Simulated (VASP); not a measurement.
# S (Im-3m) in VASP: notebook

Runs on S. Level: LDA. Tasks: single point.

All numbers are computed with VASP 6.6.1; they aren't measurements. Logs are shortened: lines on timing, memory, paths and dates and some standing lists are left out, and cuts for length are marked.

### 1 The cell of the first run

The structure is cubic, space group Im-3m (No. 229). Conventional cell: a = 2.976 Å, b = 2.976 Å, c = 2.976 Å, α = 90.00°, β = 90.00°, γ = 90.00°. S (site symmetry m-3m) has 14 S at 2.58 to 2.98 Å within 3.4 Å.

### 2 Single point, LDA (volume scaled by 0.9)

File INCAR:

```
PREC = Accurate
ENCUT = 520
EDIFF = 1E-6
ISMEAR = -1
SIGMA = 0.08
LREAL = F
LASPH = T
NELM = 80
ALGO = Normal
ISIF = 2
LWAVE = F
LCHARG = F
GGA = CA
NBANDS = 9
```

File KPOINTS:

```
regular mesh
0
Gamma
  16 16 16
```

File POSCAR:

```
S
1.0
   -1.4878049490      1.4878049490      1.4878049490
    1.4878049490     -1.4878049490      1.4878049490
    1.4878049490      1.4878049490     -1.4878049490
S
1
Direct
    0.0000000000      0.0000000000      0.0000000000
```

Potentials or basis: VASP PAW LDA potentials, release 64 (S).

Launch:

```sh
$ cat potpaw_LDA.64/S/POTCAR > POTCAR
$ mpirun -np 1 vasp_std > vasp.out
```

OUTCAR:

```text
PREC = Accurate
   ENCUT = 520
   EDIFF = 1E-6
   ISMEAR = -1
   LREAL = F
   LASPH = T
   NELM = 80
   ISIF = 2
   GGA = CA

 ion  position               nearest neighbor table
   1  0.000  0.000  0.000-

  LATTYP: Found a body centered cubic cell.
 ALAT       =     2.9756098980

  Lattice vectors:

 A1 = (  -1.4878049490,   1.4878049490,   1.4878049490)
 A2 = (   1.4878049490,  -1.4878049490,   1.4878049490)
 A3 = (   1.4878049490,   1.4878049490,  -1.4878049490)

Analysis of symmetry for initial positions (statically):
=====================================================================
 Subroutine PRICEL returns:
 Original cell was already a primitive cell.

 Routine SETGRP: Setting up the symmetry group for a
 body centered cubic supercell.

 Subroutine GETGRP returns: Found 48 space group operations
 (whereof 48 operations were pure point group operations)
 out of a pool of 48 trial point group operations.

The static configuration has the point symmetry O_h .

Analysis of symmetry for dynamics (positions and initial velocities):
=====================================================================
 Subroutine PRICEL returns:
 Original cell was already a primitive cell.

 Routine SETGRP: Setting up the symmetry group for a
 body centered cubic supercell.

 Subroutine GETGRP returns: Found 48 space group operations
 (whereof 48 operations were pure point group operations)
 out of a pool of 48 trial point group operations.

The dynamic configuration has the point symmetry O_h .

 Subroutine INISYM returns: Found 48 space group operations
 (whereof 48 operations are pure point group operations),
 and found     1 'primitive' translations

----------------------------------------------------------------------------------------

                                     Primitive cell

  volume of cell :      13.1734

  direct lattice vectors                    reciprocal lattice vectors
    -1.487804949  1.487804949  1.487804949     0.000000000  0.336065558  0.336065558
     1.487804949 -1.487804949  1.487804949     0.336065558  0.000000000  0.336065558
     1.487804949  1.487804949 -1.487804949     0.336065558  0.336065558  0.000000000

  length of vectors
     2.576953763  2.576953763  2.576953763     0.475268470  0.475268470  0.475268470

  position of ions in fractional coordinates (direct lattice)
     0.000000000  0.000000000  0.000000000

  ion indices of the primitive-cell ions
   primitive index   ion index
[... 75 lines left out ...]
   EDIFFG = 0.1E-04   stopping-criterion for IOM
   NSW    =      0    number of steps for IOM
   IBRION =     -1    ionic relax: 0-MD 1-quasi-New 2-CG
   NFREE  =      0    steps in history (QN), initial steepest desc. (CG)
   ISIF   =      2    stress and relaxation
   ISYM   =      2    0-nonsym 1-usesym 2-fastsym
   POTIM  = 0.5000    time-step for ionic-motion
   TEBEG  =    0.0;   TEEND  =   0.0 temperature during run
   PSTRESS=    0.0 pullay stress
   NELECT =       6.0000    total number of electrons
   NUPDOWN=      -1.0000    fix difference up-down
   EMIN   =  10.00;   EMAX   =-10.00  energy-range for DOS
   EFERMI =   0.00;   METHOD = LEGACY
   ISMEAR =    -1;   SIGMA  =   0.08  broadening in eV -4-tet -1-fermi 0-gaus
   EFERMI_NEDOS =   21; number of points for ismear=-14 and -15
   IALGO  =     38    algorithm
   IMIX   =      4    mixing-type and parameters
     AMIX     =   0.40;   BMIX     =  1.00
     AMIX_MAG =   1.60;   BMIX_MAG =  1.00
  volume/ion in A,a.u.               =      13.17        88.90
  Fermi-wavevector in a.u.,A,eV,Ry     =   1.259580  2.380262 21.586227  1.586543
  Thomas-Fermi vector in A             =   2.393133
   LORBIT       =      0    0 simple, 1 ext, 2 COOP (PROOUT), +10 PAW based schemes
   GGA     = CA    functional components
   LHFCALC =     F    Hartree Fock is set to
   AEXX    =    0.0000 exact exchange contribution
   IVDW    =     0    specifies the selected vdW correction
   LEPSILON=     F    determine dielectric tensor
   LRPA    =     F    only Hartree local field effects (RPA)
 non-spin polarized calculation
  energy-cutoff  :      520.00
  volume of cell :       13.17
 maximum number of plane-waves:       370
   NGX =  9   NGY =  9   NGZ =  9

 number of electron       5.9999999 magnetization

 Free energy of the ion-electron system (eV)
  ---------------------------------------------------
  ext. energy  EPLUGINS =         0.00000000
  ---------------------------------------------------
  free energy    TOTEN  =        -3.80418592 eV

  energy without entropy =       -3.79199905  energy(sigma->0) =       -3.79809249

 E-fermi :  10.4984     XC(G=0): -12.1944

 val. band max:       10.4155825691   @ k =  -0.1875   0.1875   0.0625
 cond. band min:      10.5053724437   @ k =   0.2500   0.0625   0.0625
 fundamental gap:      0.0897898746
 Fermi energy:        10.4984291095

 k-point     1 :       0.0000    0.0000    0.0000
  band No.  band energies     occupation
      1      -8.4380      2.00000
      2      14.5665      0.00000
      3      14.5665      0.00000
      4      14.5665      0.00000
      5      22.8222      0.00000
      6      22.8222      0.00000
      7      22.8222      0.00000
      8      26.9756      0.00000
      9      26.9756      0.00000
[... 265 lines left out ...]
 k-point    24 :       0.2500    0.1875    0.0000
  band No.  band energies     occupation
      1      -4.3035      2.00000
      2       5.1423      2.00000
      3       8.1217      2.00000
      4      12.2900      0.00000
      5      19.8999      0.00000
      6      22.0552      0.00000
      7      26.5217      0.00000
      8      28.3160      0.00000
      9      31.7872      0.00000

 [... further k-points ...]

------------------------ aborting loop because EDIFF is reached ----------------------------------------

  FORCE on cell =-STRESS in cart. coord.  units (eV):
  Direction    XX          YY          ZZ          XY          YZ          ZX
  --------------------------------------------------------------------------------------
  -------------------------------------------------------------------------------------
  Total        1.1077424      1.1077424      1.1077424     -0.0000000      0.0000000     -0.0000000
  in kB      134.7259819    134.7259819    134.7259819     -0.0000000      0.0000000     -0.0000000
  external PRESSURE =     134.7259819 kB  Pullay stress =       0.0000000 kB

 VOLUME and BASIS-vectors are now :
 -----------------------------------------------------------------------------
  energy-cutoff  :      520.00
  volume of cell :       13.17
      direct lattice vectors                 reciprocal lattice vectors
    -1.487804949  1.487804949  1.487804949     0.000000000  0.336065558  0.336065558
     1.487804949 -1.487804949  1.487804949     0.336065558  0.000000000  0.336065558
     1.487804949  1.487804949 -1.487804949     0.336065558  0.336065558  0.000000000

 POSITION                                       TOTAL-FORCE (eV/Angst)
 -----------------------------------------------------------------------------------
      0.00000      0.00000      0.00000        -0.000000      0.000000     -0.000000
 -----------------------------------------------------------------------------------
    total drift:                                0.000000      0.000000     -0.000000

  FREE ENERGIE OF THE ION-ELECTRON SYSTEM (eV)
  ---------------------------------------------------
  free  energy   TOTEN  =        -3.8041859247 eV

  energy  without entropy=       -3.7919990473  energy(sigma->0) =       -3.79809249
```

OSZICAR:

```text
N       E                     dE             d eps       ncg     rms          rms(c)
DAV:   1     0.669454787106E+01    0.66945E+01   -0.31081E+03  2690   0.573E+02
DAV:   2    -0.362658319297E+01   -0.10321E+02   -0.99917E+01  3983   0.787E+01
DAV:   3    -0.380449899767E+01   -0.17792E+00   -0.17721E+00  2945   0.897E+00
DAV:   4    -0.380492769596E+01   -0.42870E-03   -0.42865E-03  3344   0.508E-01
DAV:   5    -0.380492818094E+01   -0.48499E-06   -0.48562E-06  2953   0.147E-02    0.108E+01
DAV:   6    -0.380426178894E+01    0.66639E-03   -0.10494E-03  2843   0.186E-01    0.646E+00
DAV:   7    -0.380421420724E+01    0.47582E-04   -0.15656E-03  2726   0.239E-01    0.802E-02
DAV:   8    -0.380418598589E+01    0.28221E-04   -0.85958E-05  2714   0.538E-02    0.162E-02
DAV:   9    -0.380418592467E+01    0.61224E-07   -0.24057E-06  2864   0.978E-03
   1 F= -.38041859E+01 E0= -.37980925E+01  d E =-.121869E-01
```

stdout:

```text
POSCAR found type information on POSCAR S
 POSCAR found :  1 types and       1 ions
 scaLAPACK will be used
 LDA part: xc-table for (Slater(with rela. corr.)+CA(PZ))
 , standard interpolation
 POSCAR, INCAR and KPOINTS ok, starting setup
 FFT: planning ... GRIDC
 FFT: planning ... GRID_SOFT
 FFT: planning ... GRID
 WAVECAR not read
 entering main loop
```

Wall time 10 s (1 thread of Intel Xeon Platinum 8259CL at 2.50GHz (Skylake/Cascade Lake), shared host); peak memory 0.12 GiB.

What came out:

* Free energy: -3.8042 eV
* Pressure: 13.5 GPa
* Band gap on the k mesh: zero (band 3 reaches 14.57 eV, above the bottom of band 4 at 4.97 eV)

Levels at points of the mesh, in eV from the Fermi level:
| k point | band 1 | band 2 | band 3 | band 4 | band 5 | band 6 |
| --- | --- | --- | --- | --- | --- | --- |
| (0.00, 0.00, 0.00) | -18.94 | 4.07 | 4.07 | 4.07 | 12.32 | 12.32 |
| (0.50, 0.00, 0.00) | -13.12 | -9.23 | 0.08 | 2.81 | 7.59 | 7.71 |
| (0.50, 0.50, 0.50) | -8.59 | -4.40 | -4.40 | -4.40 | 2.70 | 2.70 |

Caveat: the cell differs from its parent crystal (volume scaled by 0.9).

### 3 Single point, LDA

This run uses another cell than the first one, of 14.64 Å³/atom, 1.111 times its volume.

File INCAR:

```
SYSTEM = S
PREC = Accurate ; ENCUT = 520
EDIFF = 1E-7 ; ISMEAR = -1
SIGMA = 0.08 ; LREAL = .FALSE.
LASPH = .TRUE. ; NELM = 100
ALGO = Normal ; ISIF = 2
LWAVE = .FALSE. ; LCHARG = .TRUE.
GGA = CA ; LELF = .TRUE.
LVHAR = .TRUE. ; NBANDS = 9
```

File KPOINTS:

```
regular mesh
0
G
  16 16 16
  0 0 0
```

File POSCAR:

```
S
1.0
   -1.5409853001      1.5409853001      1.5409853001
    1.5409853001     -1.5409853001      1.5409853001
    1.5409853001      1.5409853001     -1.5409853001
S
1
Direct
    0.0000000000      0.0000000000      0.0000000000
```

Potentials or basis: VASP PAW LDA potentials, release 64 (S).

Launch:

```sh
$ cat potpaw_LDA.64/S/POTCAR > POTCAR
$ mpirun -np 1 vasp_std > vasp.out
```

It took 12 s on 1 thread of Intel Xeon Platinum 8259CL at 2.50GHz (Skylake/Cascade Lake), shared host; peak memory 0.12 GiB.

It converged, with:

* Free energy: -3.8611 eV
* Pressure: 0.0 GPa
* Band gap on the k mesh: zero (band 3 reaches 12.18 eV, above the bottom of band 4 at 3.96 eV)

Levels at points of the mesh, in eV from the Fermi level:
| k point | band 1 | band 2 | band 3 | band 4 | band 5 | band 6 | band 7 |
| --- | --- | --- | --- | --- | --- | --- | --- |
| (0.00, 0.00, 0.00) | -17.65 | 3.47 | 3.47 | 3.47 | 12.31 | 12.31 | 12.31 |
| (0.50, 0.00, 0.00) | -12.66 | -8.14 | 0.04 | 2.47 | 7.54 | 8.07 | 18.63 |
| (0.50, 0.50, 0.50) | -8.97 | -3.88 | -3.88 | -3.88 | 3.45 | 3.45 | 22.87 |

### 4 Single point, LDA (volume scaled by 0.4)

File INCAR:

```
  PREC = Accurate
  ENCUT = 520
  EDIFF = 1E-6
  ISMEAR = -1
  SIGMA = 0.08
  LREAL = F
  LASPH = T
  NELM = 60
  ALGO = Normal
  ISIF = 2
  LWAVE = F
  LCHARG = F
  NBANDS = 9
```

File KPOINTS:

```
Automatic mesh
0
Gamma
  16 16 16
```

File POSCAR:

```
S
1.0
   -1.1354076769      1.1354076769      1.1354076769
    1.1354076769     -1.1354076769      1.1354076769
    1.1354076769      1.1354076769     -1.1354076769
S
1
Direct
    0.0000000000      0.0000000000      0.0000000000
```

Potentials or basis: VASP PAW LDA potentials, release 64 (S).

Launch:

```sh
$ cat potpaw_LDA.64/S/POTCAR > POTCAR
$ mpirun -np 1 vasp_std > vasp.out
```

OUTCAR:

```text
PREC = Accurate
   ENCUT = 520
   EDIFF = 1E-6
   ISMEAR = -1
   LREAL = F
   LASPH = T
   NELM = 60
   ISIF = 2

 ion  position               nearest neighbor table
   1  0.000  0.000  0.000-

  LATTYP: Found a body centered cubic cell.
 ALAT       =     2.2708153538

  Lattice vectors:

 A1 = (  -1.1354076769,   1.1354076769,   1.1354076769)
 A2 = (   1.1354076769,  -1.1354076769,   1.1354076769)
 A3 = (   1.1354076769,   1.1354076769,  -1.1354076769)

Analysis of symmetry for initial positions (statically):
=====================================================================
 Subroutine PRICEL returns:
 Original cell was already a primitive cell.

 Routine SETGRP: Setting up the symmetry group for a
 body centered cubic supercell.

 Subroutine GETGRP returns: Found 48 space group operations
 (whereof 48 operations were pure point group operations)
 out of a pool of 48 trial point group operations.

The static configuration has the point symmetry O_h .

Analysis of symmetry for dynamics (positions and initial velocities):
=====================================================================
[... 160 lines left out ...]
 Fermi energy:        29.5151570104

 k-point     1 :       0.0000    0.0000    0.0000
  band No.  band energies     occupation
      1      -3.4397      2.00000
      2      42.3555      0.00000
      3      42.3555      0.00000
      4      42.3555      0.00000
      5      43.2342      0.00000
      6      43.2342      0.00000
      7      43.2342      0.00000
      8      49.6691      0.00000
      9      49.6691      0.00000
[... 265 lines left out ...]
 k-point    24 :       0.2500    0.1875    0.0000
  band No.  band energies     occupation
      1       4.2833      2.00000
      2      20.2652      2.00000
      3      23.5396      2.00000
      4      32.4829      0.00000
      5      42.9879      0.00000
      6      45.3317      0.00000
      7      52.3557      0.00000
      8      55.9390      0.00000
      9      63.3355      0.00000

 [... further k-points ...]

------------------------ aborting loop because EDIFF is reached ----------------------------------------

  FORCE on cell =-STRESS in cart. coord.  units (eV):
  Direction    XX          YY          ZZ          XY          YZ          ZX
  --------------------------------------------------------------------------------------
  -------------------------------------------------------------------------------------
  Total       18.5135238     18.5135238     18.5135238     -0.0000000      0.0000000      0.0000000
  in kB     5066.2218186   5066.2218186   5066.2218186     -0.0000000      0.0000000      0.0000000
  external PRESSURE =    5066.2218186 kB  Pullay stress =       0.0000000 kB

 VOLUME and BASIS-vectors are now :
 -----------------------------------------------------------------------------
  energy-cutoff  :      520.00
  volume of cell :        5.85
      direct lattice vectors                 reciprocal lattice vectors
    -1.135407677  1.135407677  1.135407677     0.000000000  0.440370459  0.440370459
     1.135407677 -1.135407677  1.135407677     0.440370459  0.000000000  0.440370459
     1.135407677  1.135407677 -1.135407677     0.440370459  0.440370459  0.000000000

 POSITION                                       TOTAL-FORCE (eV/Angst)
 -----------------------------------------------------------------------------------
      0.00000      0.00000      0.00000        -0.000000      0.000000      0.000000
 -----------------------------------------------------------------------------------
    total drift:                               -0.000000     -0.000000      0.000000

  FREE ENERGIE OF THE ION-ELECTRON SYSTEM (eV)
  ---------------------------------------------------
  free  energy   TOTEN  =         2.9928203515 eV

  energy  without entropy=        2.9977146676  energy(sigma->0) =        2.99526751
```

It took 3.3 s on 1 thread of Intel Xeon Platinum 8488C (Sapphire Rapids), shared host; peak memory 0.11 GiB.

What came out:

| Quantity | Value |
| --- | --- |
| Free energy | 2.9928 eV |
| Pressure | 506.6 GPa |
| Band gap on the k mesh | zero (band 3 reaches 42.36 eV, above the bottom of band 4 at 18.55 eV) |

Caveat: the cell differs from its parent crystal (volume scaled by 0.4).

### 5 Summary

| cell | gap on the mesh (eV) | pressure (GPa) |
| --- | --- | --- |
| a = 2.577 Å, angles 109.5°, 1 atom | none | 13.5 |
| a = 2.669 Å, angles 109.5°, 1 atom | none | 0.0 |
| a = 1.967 Å, angles 109.5°, 1 atom | none | 506.6 |

Alike in all rows: task single point; level LDA; potentials or basis VASP PAW LDA potentials, release 64 (S); no spin polarisation; k mesh 16 × 16 × 16; cutoff (eV) 520; smearing fermi-dirac 0.08 eV.

Total energies depend on the potentials used, so only differences within one code and one set of settings carry meaning.
